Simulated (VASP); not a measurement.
Set up this calculation in VASP 6.6.1, as the native input.

```yaml
Task: single point
Functional: LDA
Potentials_or_basis: VASP PAW LDA potentials, release 64 (I, Mg)
Cutoff: 520 eV
k_mesh: 8 × 8 × 4
Occupations: fermi-dirac, width 0.05 eV
Spin: no spin polarisation
Dipole_correction: no
Further_INCAR_settings: ALGO = Normal; EDIFF = 1e-07; NBANDS = 15
```

The structure of MgI2 lies in POSCAR:

```
MgI2
1.0
    4.1674180176      0.0000000000      0.0000000000
   -2.0837090088      3.6090898714      0.0000000000
    0.0000000000      0.0000000000      6.9255642418
I Mg
2 1
Direct
    0.6666666667      0.3333333333      0.7500000000
    0.3333333333      0.6666666667      0.2500000000
    0.0000000000      0.0000000000      0.0000000000
```

This cell differs from its parent crystal: volume scaled by 1.02.

The input as run:

INCAR

```
SYSTEM = MgI2
ALGO = Normal
EDIFF = 1E-7
ENCUT = 520
ISIF = 2
ISMEAR = -1
LASPH = .True.
LCHARG = .False.
LREAL = .False.
LWAVE = .False.
NBANDS = 15
NELM = 80
PREC = Accurate
SIGMA = 0.05
```

KPOINTS

```
k-points
0
Gamma
  8 8 4
  0 0 0
```

Potentials or basis: VASP PAW LDA potentials, release 64 (I, Mg).

Run with:

```sh
$ cat potpaw_LDA.64/I/POTCAR potpaw_LDA.64/Mg/POTCAR > POTCAR
$ mpirun -np 1 vasp_std > vasp.out
```

It gave:

* Pressure: -2.6 GPa
* Largest force: 0.465 eV/Å
* Band gap on the k mesh: 3.29 eV, indirect (least direct gap 3.30 eV)

Caveat: spin-orbit coupling is left out, which moves the levels of the heavy elements.

Run time: 27 s on 1 thread of Intel(R) Xeon(R) Platinum 8559C (Emerald Rapids), with other jobs on the host, peak memory 0.21 GiB.
